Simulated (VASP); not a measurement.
# Ta (Im-3m) in VASP: single point with LDA

Aim: the single point of Ta with LDA.

Everything below comes from runs of VASP 6.6.1. Logs are shortened: lines on timing, memory, paths and dates and some standing lists are left out, and cuts for length are marked.

### 1 The cell of the first run

It takes space group Im-3m (No. 229, cubic). Conventional cell: a = 3.253 Å, b = 3.253 Å, c = 3.253 Å, α = 90.00°, β = 90.00°, γ = 90.00°. Ta (site symmetry m-3m) has 14 Ta at 2.82 to 3.25 Å within 3.7 Å.

### 2 Single point, LDA

Input file INCAR:

```
  PREC = Accurate
  ENCUT = 500
  EDIFF = 1E-6
  ISMEAR = 0
  SIGMA = 0.1
  LREAL = F
  LASPH = T
  NELM = 120
  ALGO = Normal
  ISIF = 2
  LWAVE = F
  LCHARG = T
  GGA = CA
  LELF = T
  LVHAR = T
  NBANDS = 12
  GGA_COMPAT = F
```

Input file KPOINTS:

```
Automatic mesh
0
Gamma
  18 18 18
```

Input file POSCAR:

```
Ta
1.0
   -1.6263574660      1.6263574660      1.6263574660
    1.6263574660     -1.6263574660      1.6263574660
    1.6263574660      1.6263574660     -1.6263574660
Ta
1
Direct
    0.0000000000      0.0000000000      0.0000000000
```

Potentials or basis: VASP PAW LDA potentials, release 64 (Ta_pv).

The run is started by

```bash
$ cat potpaw_LDA.64/Ta_pv/POTCAR > POTCAR
$ mpirun -np 1 vasp_std > vasp.out
```

OUTCAR:

```text
PREC = Accurate
   ENCUT = 500
   EDIFF = 1E-6
   ISMEAR = 0
   LREAL = F
   LASPH = T
   NELM = 120
   ISIF = 2
   GGA = CA

 ion  position               nearest neighbor table
   1  0.000  0.000  0.000-

  LATTYP: Found a body centered cubic cell.
 ALAT       =     3.2527149320

  Lattice vectors:

 A1 = (  -1.6263574660,   1.6263574660,   1.6263574660)
 A2 = (   1.6263574660,  -1.6263574660,   1.6263574660)
 A3 = (   1.6263574660,   1.6263574660,  -1.6263574660)

Analysis of symmetry for initial positions (statically):
=====================================================================
 Subroutine PRICEL returns:
 Original cell was already a primitive cell.

 Routine SETGRP: Setting up the symmetry group for a
 body centered cubic supercell.

 Subroutine GETGRP returns: Found 48 space group operations
 (whereof 48 operations were pure point group operations)
 out of a pool of 48 trial point group operations.

The static configuration has the point symmetry O_h .

Analysis of symmetry for dynamics (positions and initial velocities):
=====================================================================
 Subroutine PRICEL returns:
 Original cell was already a primitive cell.

 Routine SETGRP: Setting up the symmetry group for a
 body centered cubic supercell.

 Subroutine GETGRP returns: Found 48 space group operations
 (whereof 48 operations were pure point group operations)
 out of a pool of 48 trial point group operations.

The dynamic configuration has the point symmetry O_h .

 Subroutine INISYM returns: Found 48 space group operations
 (whereof 48 operations are pure point group operations),
 and found     1 'primitive' translations

----------------------------------------------------------------------------------------

                                     Primitive cell

  volume of cell :      17.2071

  direct lattice vectors                    reciprocal lattice vectors
    -1.626357466  1.626357466  1.626357466     0.000000000  0.307435487  0.307435487
     1.626357466 -1.626357466  1.626357466     0.307435487  0.000000000  0.307435487
     1.626357466  1.626357466 -1.626357466     0.307435487  0.307435487  0.000000000

  length of vectors
     2.816933762  2.816933762  2.816933762     0.434779436  0.434779436  0.434779436

  position of ions in fractional coordinates (direct lattice)
     0.000000000  0.000000000  0.000000000

  ion indices of the primitive-cell ions
   primitive index   ion index
                 1           1

----------------------------------------------------------------------------------------

 KPOINTS: Automatic mesh

Automatic generation of k-mesh.
 Grid dimensions read from file:
 generate k-points for:   18   18   18

 Generating k-lattice:

  Cartesian coordinates                     Fractional coordinates (reciprocal lattice)
     0.000000000  0.017079749  0.017079749     0.055555556  0.000000000  0.000000000
     0.017079749  0.000000000  0.017079749     0.000000000  0.055555556  0.000000000
     0.017079749  0.017079749  0.000000000     0.000000000  0.000000000  0.055555556

  Length of vectors
     0.024154413  0.024154413  0.024154413

  Shift w.r.t. Gamma in fractional coordinates (k-lattice)
     0.000000000  0.000000000  0.000000000

 Subroutine IBZKPT returns following result:
 ===========================================

 Found    195 irreducible k-points:

 Following reciprocal coordinates:
            Coordinates               Weight
  0.000000  0.000000  0.000000      1.000000
  0.055556  0.000000  0.000000     12.000000
  0.111111  0.000000  0.000000     12.000000
  0.166667  0.000000  0.000000     12.000000
  0.222222  0.000000  0.000000     12.000000
  0.277778  0.000000  0.000000     12.000000
[... 16 lines left out ...]
  0.333333  0.111111  0.000000     48.000000
  0.388889  0.111111  0.000000     48.000000
 [... further k-points ...]
   k-points           NKPTS =    195   k-points in BZ     NKDIM =    195   number of bands    NBANDS=     12
   number of dos      NEDOS =    301   number of ions     NIONS =      1
   total plane-waves  NPLWV =  13824
   dimension x,y,z NGX =    24 NGY =   24 NGZ =   24
   dimension x,y,z NGXF=    48 NGYF=   48 NGZF=   48
   ions per type =               1
   NGX,Y,Z   is equivalent  to a cutoff of  14.16, 14.16, 14.16 a.u.
   NGXF,Y,Z  is equivalent  to a cutoff of  28.33, 28.33, 28.33 a.u.
 SYSTEM =  unknown system
   PREC   = accura    normal or accurate (medium, high low for compatibility)
   ISTART =      0    job   : 0-new  1-cont  2-samecut
   ICHARG =      2    charge: 1-file 2-atom 10-const
   ISPIN  =      1    spin polarized calculation?
   LNONCOLLINEAR =      F non collinear calculations
   LSORBIT =      F    spin-orbit coupling
   LASPH  =      T    aspherical Exc in radial PAW
   ENCUT  =  500.0 eV  36.75 Ry    6.06 a.u.   5.14  5.14  5.14*2*pi/ulx,y,z
   NELM   =    120;   NELMIN=  2; NELMDL= -5     # of ELM steps
   EDIFF  = 0.1E-05   stopping-criterion for ELM
   LREAL  =      F    real-space projection
   EDIFFG = 0.1E-04   stopping-criterion for IOM
   NSW    =      0    number of steps for IOM
   IBRION =     -1    ionic relax: 0-MD 1-quasi-New 2-CG
   NFREE  =      0    steps in history (QN), initial steepest desc. (CG)
   ISIF   =      2    stress and relaxation
   ISYM   =      2    0-nonsym 1-usesym 2-fastsym
   POTIM  = 0.5000    time-step for ionic-motion
   TEBEG  =    0.0;   TEEND  =   0.0 temperature during run
   PSTRESS=    0.0 pullay stress
   NELECT =      11.0000    total number of electrons
   NUPDOWN=      -1.0000    fix difference up-down
   EMIN   =  10.00;   EMAX   =-10.00  energy-range for DOS
   EFERMI =   0.00;   METHOD = LEGACY
   ISMEAR =     0;   SIGMA  =   0.10  broadening in eV -4-tet -1-fermi 0-gaus
   EFERMI_NEDOS =   21; number of points for ismear=-14 and -15
   IALGO  =     38    algorithm
   IMIX   =      4    mixing-type and parameters
     AMIX     =   0.40;   BMIX     =  1.00
     AMIX_MAG =   1.60;   BMIX_MAG =  1.00
  volume/ion in A,a.u.               =      17.21       116.12
  Fermi-wavevector in a.u.,A,eV,Ry     =   1.410273  2.665029 27.060201  1.988869
  Thomas-Fermi vector in A             =   2.532243
   LORBIT       =      0    0 simple, 1 ext, 2 COOP (PROOUT), +10 PAW based schemes
   GGA     = CA    functional components
   LHFCALC =     F    Hartree Fock is set to
   AEXX    =    0.0000 exact exchange contribution
   IVDW    =     0    specifies the selected vdW correction
   LEPSILON=     F    determine dielectric tensor
   LRPA    =     F    only Hartree local field effects (RPA)
 non-spin polarized calculation
 Gauss-broadening in eV      SIGMA  =   0.10
  energy-cutoff  :      500.00
  volume of cell :       17.21
 maximum number of plane-waves:       466
 NGX is ok and might be reduce to    24
   NGX = 11   NGY = 11   NGZ = 11

 number of electron      10.9999999 magnetization

 Free energy of the ion-electron system (eV)
  ---------------------------------------------------
  ext. energy  EPLUGINS =         0.00000000
  ---------------------------------------------------
  free energy    TOTEN  =       -12.83268601 eV

  energy without entropy =      -12.82689563  energy(sigma->0) =      -12.82979082

 E-fermi :   5.7809     XC(G=0): -13.0296

 val. band max:        5.7785655850   @ k =  -0.3333   0.3333   0.1667
 cond. band min:       5.7865380288   @ k =  -0.2222   0.2222   0.1667
 fundamental gap:      0.0079724438
 Fermi energy:         5.7808535112

 k-point     1 :       0.0000    0.0000    0.0000
  band No.  band energies     occupation
      1     -26.9349      2.00000
      2     -26.9349      2.00000
      3     -26.9349      2.00000
      4      -2.2275      2.00000
      5       6.4516      0.00000
      6       6.4516      0.00000
      7       6.4516      0.00000
      8       9.8759      0.00000
      9       9.8759      0.00000
     10      19.6275      0.00000
     11      21.0729      0.00000
     12      21.0729      0.00000

 k-point     2 :       0.0556    0.0000    0.0000
  band No.  band energies     occupation
      1     -26.9811      2.00000
      2     -26.9489      2.00000
      3     -26.9352      2.00000
      4      -2.0799      2.00000
      5       6.3558      0.00000
      6       6.4262      0.00000
      7       6.5958      0.00000
      8       9.7159      0.00000
      9       9.8757      0.00000
     10      19.6275      0.00000
     11      21.2082      0.00000
     12      21.3280      0.00000

 k-point     3 :       0.1111    0.0000    0.0000
  band No.  band energies     occupation
      1     -27.1123      2.00000
      2     -26.9889      2.00000
      3     -26.9361      2.00000
      4      -1.6540      2.00000
      5       6.0923      0.00001
      6       6.3179      0.00000
      7       7.0240      0.00000
      8       9.3836      0.00000
      9       9.8835      0.00000
     10      19.6273      0.00000
     11      21.5529      0.00000
     12      22.0673      0.00000

 k-point     4 :       0.1667    0.0000    0.0000
  band No.  band energies     occupation
      1     -27.3084      2.00000
      2     -27.0497      2.00000
      3     -26.9375      2.00000
      4      -1.0032      2.00000
      5       5.7192      1.61698
      6       6.0757      0.00003
      7       7.7225      0.00000
      8       9.1594      0.00000
      9       9.9200      0.00000
     10      19.6270      0.00000
     11      21.8754      0.00000
     12      23.2272      0.00000

 k-point     5 :       0.2222    0.0000    0.0000
  band No.  band energies     occupation
      1     -27.5416      2.00000
      2     -27.1233      2.00000
      3     -26.9392      2.00000
      4      -0.2283      2.00000
      5       5.3025      2.00000
      6       5.7681      1.14258
      7       8.6672      0.00000
      8       9.1819      0.00000
      9      10.0069      0.00000
     10      19.6261      0.00000
     11      21.7265      0.00000
     12      23.7527      0.00000
[... 228 lines left out ...]
      1     -27.8124      2.00000
      2     -27.2152      2.00000
      3     -26.9973      2.00000
      4       0.8826      2.00000
      5       4.8842      2.00000
      6       5.2697      2.00000
      7       8.9907      0.00000
      8      10.4094      0.00000
      9      10.5406      0.00000
     10      19.6221      0.00000
     11      21.0609      0.00000
     12      22.7899      0.00000

 k-point    22 :       0.2778    0.1111   -0.0000
  band No.  band energies     occupation
      1     -27.9970      2.00000
      2     -27.3016      2.00000
      3     -27.0016      2.00000
      4       1.4085      2.00000
      5       4.5696      2.00000
      6       5.4444      2.00000
      7       9.2925      0.00000
      8      10.6728      0.00000
      9      11.7288      0.00000
     10      19.5946      0.00000
     11      19.9132      0.00000
     12      21.4541      0.00000

 k-point    23 :       0.3333    0.1111    0.0000
  band No.  band energies     occupation
      1     -28.1433      2.00000
      2     -27.3726      2.00000
      3     -27.0047      2.00000
      4       1.6149      2.00000
      5       4.3411      2.00000
      6       6.0088      0.00127
      7       9.5762      0.00000
      8      10.8121      0.00000
      9      13.0348      0.00000
     10      18.8320      0.00000
     11      19.6330      0.00000
     12      20.0700      0.00000

 k-point    24 :       0.3889    0.1111    0.0000
  band No.  band energies     occupation
      1     -28.2369      2.00000
      2     -27.4189      2.00000
      3     -27.0066      2.00000
      4       1.6364      2.00000
      5       4.2007      2.00000
      6       6.6755      0.00000
      7       9.6494      0.00000
      8      11.0262      0.00000
      9      14.1056      0.00000
     10      17.9322      0.00000
     11      19.1809      0.00000
     12      19.6457      0.00000

 [... further k-points ...]

------------------------ aborting loop because EDIFF is reached ----------------------------------------

  FORCE on cell =-STRESS in cart. coord.  units (eV):
  Direction    XX          YY          ZZ          XY          YZ          ZX
  --------------------------------------------------------------------------------------
  -------------------------------------------------------------------------------------
  Total        0.0977218      0.0977218      0.0977218      0.0000000      0.0000000      0.0000000
  in kB        9.0990092      9.0990092      9.0990092      0.0000000      0.0000000      0.0000000
  external PRESSURE =       9.0990092 kB  Pullay stress =       0.0000000 kB

 VOLUME and BASIS-vectors are now :
 -----------------------------------------------------------------------------
  energy-cutoff  :      500.00
  volume of cell :       17.21
      direct lattice vectors                 reciprocal lattice vectors
    -1.626357466  1.626357466  1.626357466     0.000000000  0.307435487  0.307435487
     1.626357466 -1.626357466  1.626357466     0.307435487  0.000000000  0.307435487
     1.626357466  1.626357466 -1.626357466     0.307435487  0.307435487  0.000000000

 POSITION                                       TOTAL-FORCE (eV/Angst)
 -----------------------------------------------------------------------------------
      0.00000      0.00000      0.00000        -0.000000     -0.000000     -0.000000
 -----------------------------------------------------------------------------------
    total drift:                               -0.000000      0.000000     -0.000000

  FREE ENERGIE OF THE ION-ELECTRON SYSTEM (eV)
  ---------------------------------------------------
  free  energy   TOTEN  =       -12.8326860050 eV

  energy  without entropy=      -12.8268956253  energy(sigma->0) =      -12.82979082
```

Run time: 62 s. Hardware: 1 thread of AMD EPYC 7R13, shared host; peak memory 0.13 GiB.

Results:

```
Free energy : -12.8327 eV
Pressure    : 0.9 GPa
```

Levels at points of the mesh, in eV from the Fermi level:
```
           k point  band 2  band 3  band 4  band 5  band 6  band 7  band 8  band 9  band 10  band 11
(0.00, 0.00, 0.00)  -32.72  -32.72   -8.01    0.67    0.67    0.67    4.10    4.10    13.85    15.29
(0.50, 0.00, 0.00)  -33.16  -32.73   -4.58   -1.72    1.97    4.01    5.07    8.21    12.24    12.45
(0.50, 0.50, 0.50)  -33.68  -33.68   -4.10   -4.10    7.17    7.17    7.17    9.18     9.18     9.18
```

Caveat: spin-orbit coupling is left out, which moves the levels of the heavy elements.
